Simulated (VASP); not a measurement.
# GaP (F-43m) in VASP: a series of runs

GaP is run at these levels: LDA, r2SCAN; tasks: electric field gradients.

Everything below comes from runs of VASP 6.6.1. Logs are shortened: lines on timing, memory, paths and dates and some standing lists are left out, and cuts for length are marked.

**What was measured.**

“Stacking defects in GaP nanowires: Electronic structure and optical properties”, 2018, arxiv:1810.01194 quotes, for a bulk crystal of GaP at 10 K: band gap 2.34 eV (indirect).

The results are compared with them further down.

### Step 1. The cell of the first run

It takes space group F-43m (No. 216, cubic). The conventional cell has a = 5.451 Å, b = 5.451 Å, c = 5.451 Å, α = 90.00°, β = 90.00°, γ = 90.00°. Ga (site symmetry -43m) has 4 P at 2.36 Å within 3.1 Å. Within 3.1 Å of P (site symmetry -43m) lie 4 Ga at 2.36 Å.

### Step 2. Electric field gradients, LDA

INCAR

```
SYSTEM = GaP
ALGO     = Normal         ! electronic algorithm
EDIFF    = 1E-8           ! SCF threshold, eV
ENCUT    = 520            ! plane-wave cutoff, eV
ISIF     = 2              ! what is computed and relaxed
ISMEAR   = -1             ! smearing method
LASPH    = .True.         ! aspherical terms in the spheres
LCHARG   = .False.        ! write CHGCAR
LEFG     = .True.       
LREAL    = .False.        ! projectors in reciprocal space
LWAVE    = .False.        ! write WAVECAR
NBANDS   = 16             ! bands
NELM     = 100            ! most SCF steps
PREC     = Accurate       ! precision mode
SIGMA    = 0.08           ! smearing width, eV
```

KPOINTS

```
k-points
0
Gamma
  12 12 12
  0 0 0
```

POSCAR

```
GaP
1.0
    0.0000000000      2.7252500000      2.7252500000
    2.7252500000      0.0000000000      2.7252500000
    2.7252500000      2.7252500000      0.0000000000
Ga P
1 1
Direct
    0.0000000000      0.0000000000      0.0000000000
    0.7500000000      0.7500000000      0.7500000000
```

Potentials or basis: VASP PAW LDA potentials, release 64 (Ga_d, P).

On the command line:

```
> cat potpaw_LDA.64/Ga_d/POTCAR potpaw_LDA.64/P/POTCAR > POTCAR
> mpirun -np 1 vasp_std > vasp.out
```

OUTCAR:

```text
SYSTEM = GaP
   EDIFF = 1E-8
   ENCUT = 520
   ISIF = 2
   ISMEAR = -1
   LASPH = .True.
   LREAL = .False.
   NELM = 100
   PREC = Accurate

 ion  position               nearest neighbor table
   1  0.000  0.000  0.000-   2 2.36   2 2.36   2 2.36   2 2.36
   2  0.750  0.750  0.750-   1 2.36   1 2.36   1 2.36   1 2.36

  LATTYP: Found a face centered cubic cell.
 ALAT       =     5.4505000000

  Lattice vectors:

 A1 = (   0.0000000000,   2.7252500000,   2.7252500000)
 A2 = (   2.7252500000,   0.0000000000,   2.7252500000)
 A3 = (   2.7252500000,   2.7252500000,   0.0000000000)

Analysis of symmetry for initial positions (statically):
=====================================================================
 Subroutine PRICEL returns:
 Original cell was already a primitive cell.

 Routine SETGRP: Setting up the symmetry group for a
 face centered cubic supercell.

 Subroutine GETGRP returns: Found 24 space group operations
 (whereof 24 operations were pure point group operations)
 out of a pool of 48 trial point group operations.

The static configuration has the point symmetry T_d .

Analysis of symmetry for dynamics (positions and initial velocities):
=====================================================================
 Subroutine PRICEL returns:
 Original cell was already a primitive cell.

 Routine SETGRP: Setting up the symmetry group for a
 face centered cubic supercell.

 Subroutine GETGRP returns: Found 24 space group operations
 (whereof 24 operations were pure point group operations)
 out of a pool of 48 trial point group operations.

The dynamic configuration has the point symmetry T_d .

 Subroutine INISYM returns: Found 24 space group operations
 (whereof 24 operations are pure point group operations),
 and found     1 'primitive' translations

----------------------------------------------------------------------------------------

                                     Primitive cell

  volume of cell :      40.4808

  direct lattice vectors                    reciprocal lattice vectors
     0.000000000  2.725250000  2.725250000    -0.183469406  0.183469406  0.183469406
[... 123 lines left out ...]

 number of electron      17.9999989 magnetization

 Free energy of the ion-electron system (eV)
  ---------------------------------------------------
  ext. energy  EPLUGINS =         0.00000000
  ---------------------------------------------------
  free energy    TOTEN  =       -10.44301361 eV

  energy without entropy =      -10.44301042  energy(sigma->0) =      -10.44301201

 E-fermi :   5.2115     XC(G=0): -10.1645

 val. band max:        4.5034699303   @ k =   0.0000   0.0000   0.0000
 cond. band min:       5.9463806310   @ k =   0.4167   0.4167   0.0000
 fundamental gap:      1.4429107007
 Fermi energy:         5.2114883934

 k-point     1 :       0.0000    0.0000    0.0000
  band No.  band energies     occupation
      1     -10.1995      2.00000
      2     -10.1995      2.00000
      3     -10.1995      2.00000
      4     -10.1014      2.00000
      5     -10.1014      2.00000
      6      -8.0056      2.00000
[... 433 lines left out ...]
      3     -10.1652      2.00000
      4     -10.1011      2.00000
      5     -10.0956      2.00000
      6      -5.7007      2.00000
[... 8 lines left out ...]
     15      14.8068      0.00000
     16      16.3307      0.00000

 [... further k-points ...]

------------------------ aborting loop because EDIFF is reached ----------------------------------------

  FORCE on cell =-STRESS in cart. coord.  units (eV):
  Direction    XX          YY          ZZ          XY          YZ          ZX
  --------------------------------------------------------------------------------------
  -------------------------------------------------------------------------------------
  Total       -0.6668142     -0.6668142     -0.6668142     -0.0000000      0.0000000     -0.0000000
  in kB      -26.3916391    -26.3916391    -26.3916391     -0.0000000      0.0000000     -0.0000000
  external PRESSURE =     -26.3916391 kB  Pullay stress =       0.0000000 kB

 VOLUME and BASIS-vectors are now :
 -----------------------------------------------------------------------------
  energy-cutoff  :      520.00
  volume of cell :       40.48
      direct lattice vectors                 reciprocal lattice vectors
     0.000000000  2.725250000  2.725250000    -0.183469406  0.183469406  0.183469406
     2.725250000  0.000000000  2.725250000     0.183469406 -0.183469406  0.183469406
     2.725250000  2.725250000  0.000000000     0.183469406  0.183469406 -0.183469406

 POSITION                                       TOTAL-FORCE (eV/Angst)
 -----------------------------------------------------------------------------------
      0.00000      0.00000      0.00000         0.000000      0.000000      0.000000
      4.08788      4.08788      4.08788        -0.000000     -0.000000     -0.000000
 -----------------------------------------------------------------------------------
    total drift:                               -0.000000     -0.000000     -0.000000

  FREE ENERGIE OF THE ION-ELECTRON SYSTEM (eV)
  ---------------------------------------------------
  free  energy   TOTEN  =       -10.4430136089 eV

  energy  without entropy=      -10.4430104191  energy(sigma->0) =      -10.44301201

 Electric field gradients (V/A^2)
---------------------------------------------------------------------
 ion       V_xx      V_yy      V_zz      V_xy      V_xz      V_yz
---------------------------------------------------------------------
   1      -0.000    -0.000    -0.000    -0.001    -0.001    -0.001
   2      -0.000     0.000     0.000    -0.000    -0.000    -0.000
---------------------------------------------------------------------

 Electric field gradients after diagonalization (V/A^2)
 (convention: |V_zz| > |V_xx| > |V_yy|)
----------------------------------------------------------------------
 ion       V_xx      V_yy      V_zz     asymmetry (V_yy - V_xx)/ V_zz
----------------------------------------------------------------------
   1       0.001     0.001    -0.002       0.000
   2       0.000     0.000    -0.000       0.000
----------------------------------------------------------------------

           NMR quadrupolar parameters

 Cq : quadrupolar parameter    Cq=e*Q*V_zz/h
 eta: asymmetry parameters     (V_yy - V_xx)/ V_zz
 Q  : nuclear electric quadrupole moment in mb (millibarn)
----------------------------------------------------------------------
 ion       Cq(MHz)       eta       Q (mb)
----------------------------------------------------------------------
   1      -0.000       0.000       1.000
   2      -0.000       0.000       1.000
----------------------------------------------------------------------
```

OSZICAR:

```text
N       E                     dE             d eps       ncg     rms          rms(c)
DAV:   1     0.798630482106E+02    0.79863E+02   -0.90913E+03  2376   0.162E+03
DAV:   2    -0.435350836819E+01   -0.84217E+02   -0.80071E+02  2640   0.312E+02
DAV:   3    -0.106562668586E+02   -0.63028E+01   -0.62808E+01  2896   0.658E+01
DAV:   4    -0.107593042171E+02   -0.10304E+00   -0.10301E+00  2896   0.910E+00
DAV:   5    -0.107613546836E+02   -0.20505E-02   -0.20503E-02  2928   0.113E+00    0.431E+00
DAV:   6    -0.104945853661E+02    0.26677E+00   -0.36068E-01  3600   0.102E+01    0.277E+00
DAV:   7    -0.104478261658E+02    0.46759E-01   -0.81998E-02  3112   0.198E+00    0.104E+00
DAV:   8    -0.104430389174E+02    0.47872E-02   -0.11116E-02  2728   0.116E+00    0.184E-01
DAV:   9    -0.104430059907E+02    0.32927E-04   -0.99005E-04  3424   0.412E-01    0.652E-02
DAV:  10    -0.104430075487E+02   -0.15579E-05   -0.51357E-05  3336   0.787E-02    0.286E-02
DAV:  11    -0.104430138695E+02   -0.63208E-05   -0.89759E-06  2872   0.446E-02    0.758E-03
DAV:  12    -0.104430136439E+02    0.22556E-06   -0.54373E-07  2912   0.743E-03    0.530E-03
DAV:  13    -0.104430136092E+02    0.34770E-07   -0.22182E-07  3072   0.444E-03    0.870E-04
DAV:  14    -0.104430136089E+02    0.31923E-09   -0.90348E-09  1928   0.104E-03
   1 F= -.10443014E+02 E0= -.10443012E+02  d E =-.318972E-05
```

Wall time 91 s (1 thread of Intel Xeon 8259CL, shared host); peak memory 0.18 GiB.

What came out:

```
Free energy                             : -10.4430 eV
Pressure                                : -2.6 GPa
Band gap on the k mesh                  : 1.44 eV (least direct gap 1.64 eV)
Largest electric field gradient by atom : zero within the noise of the run
```

### Step 3. Electric field gradients, r2SCAN

POSCAR is that of step 2.

INCAR.step1

```
SYSTEM = GaP
PREC = Accurate ; ENCUT = 520
ISMEAR = -1 ; SIGMA = 0.08
LREAL = .False. ; LASPH = .True.
NELM = 60 ; NBANDS = 16
GGA = PE ; ALGO = Normal
EDIFF = 1E-4 ; LWAVE = .True.
LCHARG = .False.
```

INCAR.step2

```
SYSTEM = GaP
PREC = Accurate ; ENCUT = 520
EDIFF = 1E-8 ; ISMEAR = -1
SIGMA = 0.08 ; LREAL = .False.
LASPH = .True. ; NELM = 60
ALGO = Normal ; ISIF = 2
LWAVE = .False. ; LCHARG = .False.
METAGGA = R2SCAN ; LMIXTAU = .True.
LEFG = .True. ; NBANDS = 16
ISTART = 1
```

KPOINTS

```
Automatic mesh
0
Gamma
  12 12 12
  0 0 0
```

Potentials or basis: VASP PAW PBE potentials, release 64 (Ga_d, P).

On the command line:

```
> cat potpaw_PBE.64/Ga_d/POTCAR potpaw_PBE.64/P/POTCAR > POTCAR
> cp INCAR.step1 INCAR
> mpirun -np 1 vasp_std > vasp.out
> cp INCAR.step2 INCAR
> mpirun -np 1 vasp_std > vasp.out
```

OUTCAR:

```text
SYSTEM = GaP
   PREC = Accurate
   ENCUT = 520
   EDIFF = 1E-8
   ISMEAR = -1
   LREAL = .False.
   LASPH = .True.
   NELM = 60
   ISIF = 2
   METAGGA = R2SCAN
   ISTART = 1

 ion  position               nearest neighbor table
   1  0.000  0.000  0.000-   2 2.36   2 2.36   2 2.36   2 2.36
   2  0.750  0.750  0.750-   1 2.36   1 2.36   1 2.36   1 2.36

  LATTYP: Found a face centered cubic cell.
 ALAT       =     5.4505000000

  Lattice vectors:

 A1 = (   0.0000000000,   2.7252500000,   2.7252500000)
 A2 = (   2.7252500000,   0.0000000000,   2.7252500000)
[... 669 lines left out ...]
  free  energy   TOTEN  =       -21.4649608715 eV

  energy  without entropy=      -21.4649606049  energy(sigma->0) =      -21.46496074

 Electric field gradients (V/A^2)
---------------------------------------------------------------------
 ion       V_xx      V_yy      V_zz      V_xy      V_xz      V_yz
---------------------------------------------------------------------
   1      -0.000    -0.000     0.000    -0.001    -0.001    -0.001
   2       0.000    -0.000     0.000    -0.000    -0.000    -0.000
---------------------------------------------------------------------

 Electric field gradients after diagonalization (V/A^2)
 (convention: |V_zz| > |V_xx| > |V_yy|)
----------------------------------------------------------------------
 ion       V_xx      V_yy      V_zz     asymmetry (V_yy - V_xx)/ V_zz
----------------------------------------------------------------------
   1       0.001     0.001    -0.002       0.000
   2       0.000     0.000    -0.000       0.000
----------------------------------------------------------------------

           NMR quadrupolar parameters

 Cq : quadrupolar parameter    Cq=e*Q*V_zz/h
 eta: asymmetry parameters     (V_yy - V_xx)/ V_zz
 Q  : nuclear electric quadrupole moment in mb (millibarn)
----------------------------------------------------------------------
 ion       Cq(MHz)       eta       Q (mb)
----------------------------------------------------------------------
   1      -0.000       0.000       1.000
   2      -0.000       0.000       1.000
----------------------------------------------------------------------
```

OSZICAR.step1:

```text
N       E                     dE             d eps       ncg     rms          rms(c)
DAV:   1     0.807246877677E+02    0.80725E+02   -0.90878E+03  2384   0.163E+03
DAV:   2    -0.308620293356E+01   -0.83811E+02   -0.79661E+02  2632   0.311E+02
DAV:   3    -0.928587527846E+01   -0.61997E+01   -0.61775E+01  2904   0.653E+01
DAV:   4    -0.938507012182E+01   -0.99195E-01   -0.99165E-01  2912   0.891E+00
DAV:   5    -0.938698260329E+01   -0.19125E-02   -0.19123E-02  2936   0.108E+00    0.425E+00
DAV:   6    -0.914469887207E+01    0.24228E+00   -0.37769E-01  3592   0.105E+01    0.281E+00
DAV:   7    -0.911764615056E+01    0.27053E-01   -0.94861E-02  3008   0.207E+00    0.112E+00
DAV:   8    -0.911793184920E+01   -0.28570E-03   -0.13259E-02  2720   0.139E+00    0.198E-01
DAV:   9    -0.911832968291E+01   -0.39783E-03   -0.13205E-03  2920   0.498E-01    0.804E-02
DAV:  10    -0.911839718194E+01   -0.67499E-04   -0.87395E-05  2384   0.116E-01
   1 F= -.91183972E+01 E0= -.91183965E+01  d E =-.138267E-05
```

It took 7 min on 1 thread of Intel Xeon 8259CL, shared host; peak memory 0.2 GiB.

What came out:

| Quantity | Value |
| --- | --- |
| Free energy | -21.4650 eV |
| Pressure | 0.0 GPa |
| Band gap on the k mesh | 1.85 eV (least direct gap 2.34 eV) |
| Largest electric field gradient by atom | zero within the noise of the run |

Levels at points of the mesh, in eV from the valence-band top:
```
           k point  band 7  band 8  band 9  band 10  band 11  band 12
(0.00, 0.00, 0.00)    0.00    0.00    0.00     2.34     4.19     4.19
(0.50, 0.00, 0.00)   -6.84   -1.17   -1.17     2.04     5.06     5.06
(0.50, 0.50, 0.00)   -6.96   -2.80   -2.80     1.91     2.10    11.35
```

Caveat: the PAW data sets were made with another functional, which shifts forces and pressure a little.

### Step 4. How close it comes

Step 3. Measured gap of GaP: 2.34 eV (indirect; 10 K; quoted in “Stacking defects in GaP nanowires: Electronic structure and optical properties”, 2018, arxiv:1810.01194). This calculation gives 1.85 eV (-0.49 eV). Spin-orbit coupling on Ga is left out. The value is that of r2SCAN on a finite k mesh, which can miss the band edges, without temperature or zero-point motion.
